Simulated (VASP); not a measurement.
# LiF (P4_3) in VASP: further runs

The runs below take LiF through single point, relaxation of cell and atoms, with PBE.

Program: VASP 6.6.1. These are calculated values, not measurements. Logs are shortened: lines on timing, memory, paths and dates and some standing lists are left out, and cuts for length are marked.

### 1 The cell of the first run

Symmetry: P4_3, No. 78, tetragonal system. The conventional cell has a = 5.584 Å, b = 5.584 Å, c = 2.935 Å, α = 90.00°, β = 90.00°, γ = 90.00°. Li (site symmetry 1) has 4 F at 1.86 to 1.95 Å within 2.5 Å. Within 2.5 Å of F (site symmetry 1) lie 4 Li at 1.86 to 1.95 Å.

### 2 Single point, PBE

Input file INCAR:

```
SYSTEM = LiF
PREC     = Accurate       ! precision mode
ENCUT    = 520            ! plane-wave cutoff, eV
EDIFF    = 1E-6           ! SCF threshold, eV
ISMEAR   = 0              ! smearing method
SIGMA    = 0.02           ! smearing width, eV
LREAL    = .FALSE.        ! projectors in reciprocal space
LASPH    = .TRUE.         ! aspherical terms in the spheres
NELM     = 100            ! most SCF steps
ALGO     = Normal         ! electronic algorithm
ISIF     = 2              ! what is computed and relaxed
LWAVE    = .FALSE.        ! write WAVECAR
LCHARG   = .TRUE.         ! write CHGCAR
GGA      = PE             ! functional
LELF     = .TRUE.         ! ELF
LVHAR    = .TRUE.       
NBANDS   = 30             ! bands
```

Input file KPOINTS:

```
Automatic mesh
0
G
  4 4 8
  0 0 0
```

Input file POSCAR:

```
LiF
1.0
    5.5843981471      0.0000000000      0.0000000000
    0.0000000000      5.5843981471      0.0000000000
    0.0000000000      0.0000000000      2.9346080016
Li F
4 4
Direct
    0.1015344207      0.3339169789      0.2457606014
    0.8984655793      0.6660830211      0.7457606014
    0.6660830211      0.1015344207      0.9957606014
    0.3339169789      0.8984655793      0.4957606014
    0.3267848078      0.1231954191      0.0042393986
    0.6732151922      0.8768045809      0.5042393986
    0.8768045809      0.3267848078      0.7542393986
    0.1231954191      0.6732151922      0.2542393986
```

Potentials or basis: VASP PAW PBE potentials, release 64 (Li_sv, F).

Launch:

```console
$ cat potpaw_PBE.64/Li_sv/POTCAR potpaw_PBE.64/F/POTCAR > POTCAR
$ mpirun -np 1 vasp_std > vasp.out
```

OUTCAR:

```text
SYSTEM = LiF
   PREC = Accurate
   ENCUT = 520
   EDIFF = 1E-6
   ISMEAR = 0
   LREAL = .FALSE.
   LASPH = .TRUE.
   NELM = 100
   ISIF = 2
   GGA = PE

 ion  position               nearest neighbor table
   1  0.102  0.334  0.246-   5 1.86   8 1.90   7 1.91   7 1.95
   2  0.898  0.666  0.746-   6 1.86   7 1.90   8 1.91   8 1.95
   3  0.666  0.102  0.996-   7 1.86   5 1.90   6 1.91   6 1.95
   4  0.334  0.898  0.496-   8 1.86   6 1.90   5 1.91   5 1.95
   5  0.327  0.123  0.004-   1 1.86   3 1.90   4 1.91   4 1.95
   6  0.673  0.877  0.504-   2 1.86   4 1.90   3 1.91   3 1.95
   7  0.877  0.327  0.754-   3 1.86   2 1.90   1 1.91   1 1.95
   8  0.123  0.673  0.254-   4 1.86   1 1.90   2 1.91   2 1.95

  LATTYP: Found a simple tetragonal cell.
 ALAT       =     5.5843981471
 C/A-ratio  =     0.5255012133

  Lattice vectors:

 A1 = (   5.5843981471,   0.0000000000,   0.0000000000)
 A2 = (   0.0000000000,   5.5843981471,   0.0000000000)
 A3 = (   0.0000000000,   0.0000000000,   2.9346080016)

Analysis of symmetry for initial positions (statically):
=====================================================================
 Subroutine PRICEL returns:
 Original cell was already a primitive cell.

 Routine SETGRP: Setting up the symmetry group for a
 simple tetragonal supercell.

 Subroutine GETGRP returns: Found  4 space group operations
 (whereof  1 operations were pure point group operations)
 out of a pool of 16 trial point group operations.

The static configuration has the point symmetry C_1 .
 The point group associated with its full space group is C_1 .

Analysis of symmetry for dynamics (positions and initial velocities):
=====================================================================
 Subroutine PRICEL returns:
 Original cell was already a primitive cell.

 Routine SETGRP: Setting up the symmetry group for a
 simple tetragonal supercell.

 Subroutine GETGRP returns: Found  4 space group operations
 (whereof  1 operations were pure point group operations)
 out of a pool of 16 trial point group operations.

The dynamic configuration has the point symmetry C_1 .
 The point group associated with its full space group is C_1 .

 Subroutine INISYM returns: Found  4 space group operations
 (whereof  1 operations are pure point group operations),
 and found     1 'primitive' translations

[... 112 lines left out ...]
   ISIF   =      2    stress and relaxation
   ISYM   =      2    0-nonsym 1-usesym 2-fastsym
   POTIM  = 0.5000    time-step for ionic-motion
   TEBEG  =    0.0;   TEEND  =   0.0 temperature during run
   PSTRESS=    0.0 pullay stress
   NELECT =      40.0000    total number of electrons
   NUPDOWN=      -1.0000    fix difference up-down
   EMIN   =  10.00;   EMAX   =-10.00  energy-range for DOS
   EFERMI =   0.00;   METHOD = LEGACY
   ISMEAR =     0;   SIGMA  =   0.02  broadening in eV -4-tet -1-fermi 0-gaus
   EFERMI_NEDOS =   21; number of points for ismear=-14 and -15
   IALGO  =     38    algorithm
   IMIX   =      4    mixing-type and parameters
     AMIX     =   0.40;   BMIX     =  1.00
     AMIX_MAG =   1.60;   BMIX_MAG =  1.00
  volume/ion in A,a.u.               =      11.44        77.20
  Fermi-wavevector in a.u.,A,eV,Ry     =   1.242397  2.347791 21.001292  1.543551
  Thomas-Fermi vector in A             =   2.376754
   LORBIT       =      0    0 simple, 1 ext, 2 COOP (PROOUT), +10 PAW based schemes
   GGA     = PE    functional components
   LHFCALC =     F    Hartree Fock is set to
   AEXX    =    0.0000 exact exchange contribution
   IVDW    =     0    specifies the selected vdW correction
   LEPSILON=     F    determine dielectric tensor
   LRPA    =     F    only Hartree local field effects (RPA)
 non-spin polarized calculation
 Gauss-broadening in eV      SIGMA  =   0.02
  energy-cutoff  :      520.00
  volume of cell :       91.52
 maximum number of plane-waves:      2492
 NGX is ok and might be reduce to    42
   NGX = 21   NGY = 21   NGZ = 11

 number of electron      40.0000042 magnetization

 Free energy of the ion-electron system (eV)
  ---------------------------------------------------
  ext. energy  EPLUGINS =         0.00000000
  ---------------------------------------------------
  free energy    TOTEN  =       -37.99241775 eV

  energy without entropy =      -37.99241775  energy(sigma->0) =      -37.99241775

 E-fermi :  -2.8407     XC(G=0):  -8.0718

 val. band max:       -2.9880227650   @ k =   0.0000   0.0000   0.0000
 cond. band min:       3.9968086659   @ k =   0.0000   0.0000   0.0000
 fundamental gap:      6.9848314310
 Fermi energy:        -2.8406985832

 k-point     1 :       0.0000    0.0000    0.0000
  band No.  band energies     occupation
      1     -43.9257      2.00000
      2     -43.8985      2.00000
      3     -43.8704      2.00000
      4     -43.8704      2.00000
      5     -22.4716      2.00000
      6     -22.3550      2.00000
[... 781 lines left out ...]
     29      13.5300      0.00000
     30      13.6815      0.00000

 [... further k-points ...]

------------------------ aborting loop because EDIFF is reached ----------------------------------------

  FORCE on cell =-STRESS in cart. coord.  units (eV):
  Direction    XX          YY          ZZ          XY          YZ          ZX
  --------------------------------------------------------------------------------------
  -------------------------------------------------------------------------------------
  Total       -0.0875213     -0.0875213     -0.1106987     -0.0000000      0.0000000      0.0000000
  in kB       -1.5322211     -1.5322211     -1.9379835     -0.0000001      0.0000000      0.0000000
  external PRESSURE =      -1.6674752 kB  Pullay stress =       0.0000000 kB

 VOLUME and BASIS-vectors are now :
 -----------------------------------------------------------------------------
  energy-cutoff  :      520.00
  volume of cell :       91.52
      direct lattice vectors                 reciprocal lattice vectors
     5.584398147  0.000000000  0.000000000     0.179070327  0.000000000  0.000000000
     0.000000000  5.584398147  0.000000000     0.000000000  0.179070327  0.000000000
     0.000000000  0.000000000  2.934608002     0.000000000  0.000000000  0.340761015

 POSITION                                       TOTAL-FORCE (eV/Angst)
 -----------------------------------------------------------------------------------
      0.56701      1.86473      0.72121         0.000132     -0.004191      0.005830
      5.01739      3.71967      2.18852        -0.000132      0.004191      0.005830
      3.71967      0.56701      2.92217         0.004191      0.000132      0.005830
      1.86473      5.01739      1.45486        -0.004191     -0.000132      0.005830
      1.82490      0.68797      0.01244        -0.000637      0.000434     -0.005830
      3.75950      4.89643      1.47974         0.000637     -0.000434     -0.005830
      4.89643      1.82490      2.21340        -0.000434     -0.000637     -0.005830
      0.68797      3.75950      0.74609         0.000434      0.000637     -0.005830
 -----------------------------------------------------------------------------------
    total drift:                               -0.000001      0.000001     -0.000752

  FREE ENERGIE OF THE ION-ELECTRON SYSTEM (eV)
  ---------------------------------------------------
  free  energy   TOTEN  =       -37.9924177481 eV

  energy  without entropy=      -37.9924177481  energy(sigma->0) =      -37.99241775
```

OSZICAR:

```text
N       E                     dE             d eps       ncg     rms          rms(c)
DAV:   1     0.330260762315E+03    0.33026E+03   -0.20618E+04  1808   0.143E+03
DAV:   2    -0.884579950410E+01   -0.33911E+03   -0.32675E+03  1998   0.377E+02
DAV:   3    -0.338487724042E+02   -0.25003E+02   -0.24782E+02  2410   0.949E+01
DAV:   4    -0.413799423869E+02   -0.75312E+01   -0.75061E+01  3380   0.286E+01
DAV:   5    -0.414808849553E+02   -0.10094E+00   -0.10094E+00  2230   0.513E+00    0.106E+01
DAV:   6    -0.379987723031E+02    0.34821E+01   -0.10729E+01  2076   0.189E+01    0.340E+00
DAV:   7    -0.379719640662E+02    0.26808E-01   -0.69633E-01  2594   0.347E+00    0.230E+00
DAV:   8    -0.379851384964E+02   -0.13174E-01   -0.22960E-01  2070   0.365E+00    0.690E-01
DAV:   9    -0.379862883945E+02   -0.11499E-02   -0.50092E-02  2320   0.126E+00    0.203E-01
DAV:  10    -0.379921225866E+02   -0.58342E-02   -0.53750E-03  1956   0.428E-01    0.387E-02
DAV:  11    -0.379923610146E+02   -0.23843E-03   -0.35859E-04  2166   0.117E-01    0.230E-02
DAV:  12    -0.379924156684E+02   -0.54654E-04   -0.80161E-05  2148   0.559E-02    0.621E-03
DAV:  13    -0.379924170388E+02   -0.13703E-05   -0.75557E-06  2566   0.152E-02    0.293E-03
DAV:  14    -0.379924177481E+02   -0.70936E-06   -0.70497E-07  1608   0.669E-03
   1 F= -.37992418E+02 E0= -.37992418E+02  d E =-.588020E-27
```

Wall time 35 s (1 thread of Intel Xeon 6975P-C (Granite Rapids), shared host); peak memory 0.21 GiB.

Results:

```yaml
Free_energy: -37.9924 eV
Largest_force: 0.007 eV/Å
Band_gap_on_the_k_mesh: 6.98 eV, direct
```

Forces in eV/Å, atoms in the order of the input:
```
Li   0.000 -0.004  0.006
Li   0.000  0.004  0.006
Li   0.004  0.000  0.006
Li  -0.004  0.000  0.006
F   -0.001  0.000 -0.006
F    0.001  0.000 -0.006
F    0.000 -0.001 -0.006
F    0.000  0.001 -0.006
```

Caveat: the cutoff is under 1.25 times the usual one of these potentials, so pressure, stress and relaxed cells hold a basis-set (Pulay) error. A hybrid or GW would open this gap; PBE tends to underestimate it.

### 3 Single point, PBE

Changes to INCAR since step 2:

```diff
@@ -3,3 +3,3 @@
 ENCUT    = 520            ! plane-wave cutoff, eV
-EDIFF    = 1E-6           ! SCF threshold, eV
+EDIFF    = 1E-7           ! SCF threshold, eV
 ISMEAR   = 0              ! smearing method
```

Input file KPOINTS:

```
regular mesh
0
G
  4 4 8
  0 0 0
```

POSCAR is that of step 2.

Potentials or basis: VASP PAW PBE potentials, release 64 (Li_sv, F).

Launch:

```console
$ cat potpaw_PBE.64/Li_sv/POTCAR potpaw_PBE.64/F/POTCAR > POTCAR
$ mpirun -np 1 vasp_std > vasp.out
```

Wall time 43 s (1 thread of Intel Xeon 6975P-C (Granite Rapids), shared host); peak memory 0.21 GiB.

It converged, with:

* Free energy: -37.9924 eV
* Largest force: 0.007 eV/Å
* Band gap on the k mesh: 6.98 eV, direct

Forces in eV/Å, atoms in the order of the input:
```
Li   0.000 -0.004  0.006
Li   0.000  0.004  0.006
Li   0.004  0.000  0.006
Li  -0.004  0.000  0.006
F    0.000  0.000 -0.006
F    0.000  0.000 -0.006
F    0.000  0.000 -0.006
F    0.000  0.000 -0.006
```

Levels at points of the mesh, in eV from the valence-band top:
| k point | band 18 | band 19 | band 20 | band 21 | band 22 | band 23 |
| --- | --- | --- | --- | --- | --- | --- |
| (0.00, 0.00, 0.00) | -0.18 | -0.05 | 0.00 | 6.98 | 10.17 | 10.91 |
| (0.50, 0.00, 0.00) | -0.27 | -0.01 | -0.01 | 7.95 | 8.48 | 10.83 |
| (0.50, 0.50, 0.00) | -0.08 | -0.04 | -0.04 | 8.37 | 8.82 | 10.30 |
| (0.00, 0.00, 0.50) | -0.45 | -0.27 | -0.27 | 10.53 | 10.53 | 12.40 |
| (0.50, 0.00, 0.50) | -0.42 | -0.29 | -0.29 | 10.79 | 10.79 | 11.69 |
| (0.50, 0.50, 0.50) | -0.46 | -0.41 | -0.41 | 10.78 | 10.78 | 11.55 |

Caveat: the cutoff is under 1.25 times the usual one of these potentials, so pressure, stress and relaxed cells hold a basis-set (Pulay) error. A k mesh can miss the band edges.

### 4 Relaxation of cell and atoms, PBE

This run uses another cell than the first one, of 11.40 Å³/atom, 0.997 times its volume.

Input file INCAR:

```
SYSTEM = LiF
  PREC = Accurate
  ENCUT = 600
  EDIFF = 1E-6
  ISMEAR = 0
  SIGMA = 0.02
  LREAL = .False.
  LASPH = .True.
  NELM = 100
  ALGO = Normal
  ISIF = 3
  LWAVE = .False.
  LCHARG = .False.
  GGA = PE
  IBRION = 2
  NSW = 100
  EDIFFG = -0.01
```

Input file KPOINTS:

```
regular mesh
0
Gamma
  4 4 8
  0 0 0
```

Input file POSCAR:

```
LiF
1.0
    5.5790252042      0.0000000000      0.0000000000
    0.0000000000      5.5790252042      0.0000000000
    0.0000000000      0.0000000000      2.9313252982
Li F
4 4
Direct
    0.1015593284      0.3338355591      0.2459105165
    0.8984406716      0.6661644409      0.7459105165
    0.6661644409      0.1015593284      0.9959105165
    0.3338355591      0.8984406716      0.4959105165
    0.3267898527      0.1234768005      0.0040894835
    0.6732101473      0.8765231995      0.5040894835
    0.8765231995      0.3267898527      0.7540894835
    0.1234768005      0.6732101473      0.2540894835
```

Launch:

```console
$ cat potpaw_PBE.64/Li_sv/POTCAR potpaw_PBE.64/F/POTCAR > POTCAR
$ mpirun -np 1 vasp_std > vasp.out
```

Run time: 1.7 min. Hardware: 1 thread of Intel Xeon 6975P-C (Granite Rapids), shared host; peak memory 0.25 GiB.

Results (log left out):

```yaml
Free_energy: -38.0017 eV
Relaxed_volume: 11.32 Å³/atom
Relaxed_cell: a = 5.567 Å, b = 5.567 Å, c = 2.922 Å, α = 90.00°, β = 90.00°, γ = 90.00°
Space_group_after_relaxing_to_0.05_Å: P4_3 (No. 78)
Energy_gained_by_relaxing: 0.1 meV/atom
Ionic_steps: 6
Pressure_after_relaxing: 0.0 GPa
Largest_force_after_relaxing: 0.008 eV/Å
Band_gap_on_the_k_mesh: 7.02 eV, direct
```

Forces in eV/Å, atoms in the order of the input:
```
Li   0.000  0.003  0.003
Li   0.000 -0.003  0.003
Li  -0.003  0.000  0.003
Li   0.003  0.000  0.003
F    0.007  0.000 -0.003
F   -0.007  0.000 -0.003
F    0.000  0.007 -0.003
F    0.000 -0.007 -0.003
```

Step by step:
| step | energy change (eV) | largest force (eV/Å) | pressure (GPa) | volume (Å³) |
| --- | --- | --- | --- | --- |
| 1 | 0.0000 | 0.0086 | -0.25 | 91.24 |
| 2 | -0.0003 | 0.0091 | -0.14 | 91.01 |
| 3 | -0.0005 | 0.0148 | 0.03 | 90.66 |
| 4 | -0.0005 | 0.0143 | 0.02 | 90.68 |
| 5 | -0.0005 | 0.0102 | 0.02 | 90.65 |
| 6 | -0.0006 | 0.0075 | 0.02 | 90.55 |

Final structure:
```xyz
8
Lattice="5.5672 0.0000 0.0000 0.0000 5.5672 0.0000 0.0000 0.0000 2.9217" Properties=species:S:1:pos:R:3 pbc="T T T"
Li    0.5667    1.8577    0.7220
Li    5.0005    3.7095    2.1828
Li    3.7095    0.5667    2.9132
Li    1.8577    5.0005    1.4524
F     1.8179    0.6888    0.0085
F     3.7493    4.8784    1.4693
F     4.8784    1.8179    2.1997
F     0.6888    3.7493    0.7389
```

Levels at points of the mesh, in eV from the valence-band top:
```tsv
k point	band 18	band 19	band 20	band 21	band 22	band 23
(0.00, 0.00, 0.00)	-0.18	-0.05	0.00	7.02	10.21	10.97
(0.50, 0.00, 0.00)	-0.27	-0.01	-0.01	7.99	8.53	10.88
(0.50, 0.50, 0.00)	-0.08	-0.04	-0.04	8.41	8.85	10.37
(0.00, 0.00, 0.50)	-0.46	-0.27	-0.27	10.57	10.57	12.45
(0.50, 0.00, 0.50)	-0.43	-0.30	-0.30	10.84	10.84	11.75
(0.50, 0.50, 0.50)	-0.47	-0.41	-0.41	10.82	10.82	11.61
```

Caveat: the cutoff is under 1.25 times the usual one of these potentials, so pressure, stress and relaxed cells hold a basis-set (Pulay) error.
